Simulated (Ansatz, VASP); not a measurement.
## Two plane-wave programs on LuH2

The input INCAR:

```
PREC = Accurate ; ENCUT = 600
EDIFF = 1E-6 ; ISMEAR = -1
SIGMA = 0.15 ; LREAL = F
LASPH = T ; NELM = 100
ALGO = Normal ; ISIF = 3
LWAVE = F ; LCHARG = F
GGA = PS ; IBRION = 2
NSW = 80 ; EDIFFG = -0.001
```

File KPOINTS:

```
regular mesh
0
Gamma
  14 14 14
```

File POSCAR:

```
LuH2
1.0
    0.0000000000      2.4793084049      2.4793084049
    2.4793084049      0.0000000000      2.4793084049
    2.4793084049      2.4793084049      0.0000000000
Lu H
1 2
Direct
    0.0000000000      0.0000000000      0.0000000000
    0.2500000000      0.2500000000      0.2500000000
    0.7500000000      0.7500000000      0.7500000000
```

Input for Ansatz:

```yaml
crystal:
  lattice:
    - [0.0, 2.4793084049, 2.4793084049]
    - [2.4793084049, 0.0, 2.4793084049]
    - [2.4793084049, 2.4793084049, 0.0]
  atoms:
    - { symbol: Lu, position: [0.0, 0.0, 0.0] }
    - { symbol: H, position: [0.25, 0.25, 0.25] }
    - { symbol: H, position: [0.75, 0.75, 0.75] }
basis:
  ecutwfc: 420
kpoints:
  mp_grid: { grid: [14, 14, 14] }
hamiltonian:
  xc: pbesol
scf:
  occupations: { method: fermi_dirac, width: 0.15 }
output:
  forces: true
  stress: true
  eigenvalues: true
relax:
  adjacent_minimum: "off"
  f_tol: 0.001
  max_steps: 60
  cell: { stress_tol: 0.01 }
```

Alike in both runs: task relaxation of cell and atoms; functional PBEsol; k mesh 14 × 14 × 14; occupations fermi-dirac, width 0.15 eV; no spin polarisation.

|  | VASP | Ansatz |
| --- | --- | --- |
| version | VASP 6.6.1 | Ansatz 0.2.0 |
| potentials or method | VASP PAW PBE potentials, release 64 (Lu, H), cutoff 600 eV | scalar-relativistic, plane waves, PAW |
| valence electrons in the cell | 27 | 27 |

```csv
,VASP,Ansatz,Ansatz less VASP
"gap on the k mesh at the Fermi level, each at its own relaxed structure (eV)",none,none,-
relaxed volume (Å³/atom),10.21,10.16,-0.051
relaxed cell length with the largest relative difference (Å),3.512,3.507,-0.0058
```

VASP's potentials were made for PBE, not for PBEsol. A gap of «none» marks a metal or a gap that the smearing closes.

Spin-orbit coupling is off throughout.
